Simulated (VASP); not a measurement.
# Ge (Fd-3m) in VASP: a series of runs, part 2 of 2

VASP 6.6.1. The steps go on from the part before.

## Step 4: Single point, PBE

This run uses another cell than the first one, of 22.64 Å³/atom.

INCAR

```
PREC = Accurate
ENCUT = 520
EDIFF = 1E-6
ISMEAR = 0
SIGMA = 0.012
LREAL = False
LASPH = True
NELM = 60
ALGO = Normal
ISIF = 2
LWAVE = False
LCHARG = False
GGA = PE
NBANDS = 21
```

KPOINTS

```
Automatic mesh
0
Gamma
  8 8 8
```

POSCAR

```
Ge
1.0
    0.0000000000      2.8289100000      2.8289100000
    2.8289100000      0.0000000000      2.8289100000
    2.8289100000      2.8289100000      0.0000000000
Ge
2
Direct
    0.7500000000      0.7500000000      0.7500000000
    0.5000000000      0.5000000000      0.5000000000
```

Potentials or basis: VASP PAW PBE potentials, release 64 (Ge_d).

The run is started by

```console
> cat potpaw_PBE.64/Ge_d/POTCAR > POTCAR
> mpirun -np 1 vasp_std > vasp.out
```

OUTCAR:

```text
PREC = Accurate
   ENCUT = 520
   EDIFF = 1E-6
   ISMEAR = 0
   LREAL = False
   LASPH = True
   NELM = 60
   ISIF = 2
   GGA = PE

 ion  position               nearest neighbor table
   1  0.750  0.750  0.750-   2 2.45   2 2.45   2 2.45   2 2.45
   2  0.500  0.500  0.500-   1 2.45   1 2.45   1 2.45   1 2.45

  LATTYP: Found a face centered cubic cell.
 ALAT       =     5.6578200000

  Lattice vectors:

 A1 = (   0.0000000000,   2.8289100000,   2.8289100000)
[... 764 lines left out ...]

------------------------ aborting loop because EDIFF is reached ----------------------------------------

  FORCE on cell =-STRESS in cart. coord.  units (eV):
  Direction    XX          YY          ZZ          XY          YZ          ZX
  --------------------------------------------------------------------------------------
  -------------------------------------------------------------------------------------
  Total        0.9793443      0.9793443      0.9793443     -0.0000000     -0.0000000     -0.0000000
  in kB       34.6544172     34.6544172     34.6544172     -0.0000000     -0.0000000     -0.0000000
  external PRESSURE =      34.6544172 kB  Pullay stress =       0.0000000 kB

 VOLUME and BASIS-vectors are now :
 -----------------------------------------------------------------------------
  energy-cutoff  :      520.00
  volume of cell :       45.28
      direct lattice vectors                 reciprocal lattice vectors
     0.000000000  2.828910000  2.828910000    -0.176746521  0.176746521  0.176746521
     2.828910000  0.000000000  2.828910000     0.176746521 -0.176746521  0.176746521
     2.828910000  2.828910000  0.000000000     0.176746521  0.176746521 -0.176746521

 POSITION                                       TOTAL-FORCE (eV/Angst)
 -----------------------------------------------------------------------------------
      4.24336      4.24336      4.24336        -0.000000     -0.000000     -0.000000
      2.82891      2.82891      2.82891         0.000000      0.000000      0.000000
 -----------------------------------------------------------------------------------
    total drift:                                0.000000     -0.000000      0.000000

  FREE ENERGIE OF THE ION-ELECTRON SYSTEM (eV)
  ---------------------------------------------------
  free  energy   TOTEN  =        -8.9988322441 eV

  energy  without entropy=       -8.9988266564  energy(sigma->0) =       -8.99882945
```

OSZICAR:

```text
N       E                     dE             d eps       ncg     rms          rms(c)
DAV:   1     0.201081679534E+03    0.20108E+03   -0.14618E+04  1390   0.365E+03
DAV:   2     0.203044018681E+02   -0.18078E+03   -0.17521E+03  1218   0.652E+02
DAV:   3    -0.810918721616E+01   -0.28414E+02   -0.28254E+02  1363   0.147E+02
DAV:   4    -0.907114143521E+01   -0.96195E+00   -0.96136E+00  1403   0.317E+01
DAV:   5    -0.908691030399E+01   -0.15769E-01   -0.15768E-01  1343   0.452E+00    0.321E+00
DAV:   6    -0.902781780364E+01    0.59093E-01   -0.22088E-02  1419   0.145E+00    0.190E+00
DAV:   7    -0.899689703367E+01    0.30921E-01   -0.48265E-02  1360   0.195E+00    0.148E-01
DAV:   8    -0.899860187989E+01   -0.17048E-02   -0.58056E-03  1378   0.905E-01    0.440E-02
DAV:   9    -0.899881542532E+01   -0.21355E-03   -0.25105E-04  1368   0.170E-01    0.141E-02
DAV:  10    -0.899883010695E+01   -0.14682E-04   -0.30992E-05  1399   0.647E-02    0.623E-03
DAV:  11    -0.899883212438E+01   -0.20174E-05   -0.51668E-06  1123   0.311E-02    0.198E-03
DAV:  12    -0.899883224411E+01   -0.11973E-06   -0.24747E-07   935   0.611E-03
   1 F= -.89988322E+01 E0= -.89988295E+01  d E =-.558767E-05
```

It took 41 s on 1 thread of Intel Xeon 8259CL, shared host; peak memory 0.17 GiB.

Results:

| Property | Result |
| --- | --- |
| Free energy | -8.9988 eV |
| Pressure | 3.5 GPa |
| Band gap on the k mesh | 0.03 eV |

Levels at points of the mesh, in eV from the valence-band top:
| k point | band 11 | band 12 | band 13 | band 14 | band 15 | band 16 | band 17 | band 18 |
| --- | --- | --- | --- | --- | --- | --- | --- | --- |
| (0.00, 0.00, 0.00) | -12.77 | 0.00 | 0.00 | 0.00 | 0.03 | 2.55 | 2.55 | 2.55 |
| (0.50, 0.00, 0.00) | -10.68 | -7.60 | -1.41 | -1.41 | 0.18 | 3.75 | 3.75 | 7.13 |
| (0.50, 0.50, 0.00) | -8.89 | -8.89 | -3.07 | -3.07 | 0.75 | 0.75 | 9.52 | 9.52 |

Caveat: the cell stands under pressure. A k mesh can miss the band edges.

## Step 5: Single point, revPBE+D3(BJ)

This run uses another cell than the first one, of 22.89 Å³/atom.

INCAR

```
SYSTEM = Ge
PREC = Accurate
ENCUT = 520
EDIFF = 1E-7
ISMEAR = -1
SIGMA = 0.05
LREAL = .FALSE.
LASPH = .TRUE.
NELM = 80
ALGO = Normal
ISIF = 2
LWAVE = .FALSE.
LCHARG = .FALSE.
GGA = RE
IVDW = 12
NBANDS = 21
```

KPOINTS

```
regular mesh
0
G
  8 8 8
  0 0 0
```

POSCAR

```
Ge
1.0
    0.0000000000      2.8394385726      2.8394385726
    2.8394385726      0.0000000000      2.8394385726
    2.8394385726      2.8394385726      0.0000000000
Ge
2
Direct
    0.7500000000      0.7500000000      0.7500000000
    0.5000000000      0.5000000000      0.5000000000
```

The run is started by

```console
> cat potpaw_PBE.64/Ge_d/POTCAR > POTCAR
> mpirun -np 1 vasp_std > vasp.out
```

It took 48 s on 1 thread of Intel Xeon 8259CL, shared host; peak memory 0.17 GiB.

The run converged. Its results:

```
Free energy                : -9.5499 eV
Pressure                   : -0.2 GPa
Dispersion energy per atom : -0.564 eV
```

Levels at points of the mesh, in eV from the Fermi level:
```tsv
k point	band 12	band 13	band 14	band 15	band 16	band 17
(0.00, 0.00, 0.00)	-0.05	-0.05	-0.05	-0.03	2.51	2.51
(0.50, 0.00, 0.00)	-7.57	-1.44	-1.44	0.16	3.71	3.71
(0.50, 0.50, 0.00)	-8.87	-3.08	-3.08	0.77	0.77	9.41
```

Caveat: the PAW data sets were made with another functional, which shifts forces and pressure a little.

## Step 6: Overview

| level | cell | k mesh | smearing | grid for exact exchange (PRECFOCK) | share of exact exchange | gap on the mesh (eV) | pressure (GPa) |
| --- | --- | --- | --- | --- | --- | --- | --- |
| r2SCAN0 | a = 4.079 Å, angles 60.0°, 2 atoms | 4 × 4 × 4 | fermi-dirac 0.05 eV | Normal | 0.25 | 1.19 | -4.8 |
| BLYP | a = 4.001 Å, angles 60.0°, 2 atoms | 8 × 8 × 8 | fermi-dirac 0.05 eV | - | - | none | 7.6 |
| PBE | a = 4.001 Å, angles 60.0°, 2 atoms | 8 × 8 × 8 | gaussian 0.012 eV | - | - | 0.03 | 3.5 |
| revPBE+D3(BJ) | a = 4.016 Å, angles 60.0°, 2 atoms | 8 × 8 × 8 | fermi-dirac 0.05 eV | - | - | - | -0.2 |

Alike in all rows: task single point; potentials or basis VASP PAW PBE potentials, release 64 (Ge_d); no spin polarisation; cutoff (eV) 520.

Caveats: some runs use coarse meshes; the PAW data sets were made with another functional, which shifts forces and pressure a little (at least some runs); the cell stands under pressure (at least some runs); semilocal functionals underestimate gaps, so a narrow gap can read as zero (at least some runs).

Total energies depend on the potentials used, so only differences within one code and one set of settings carry meaning.
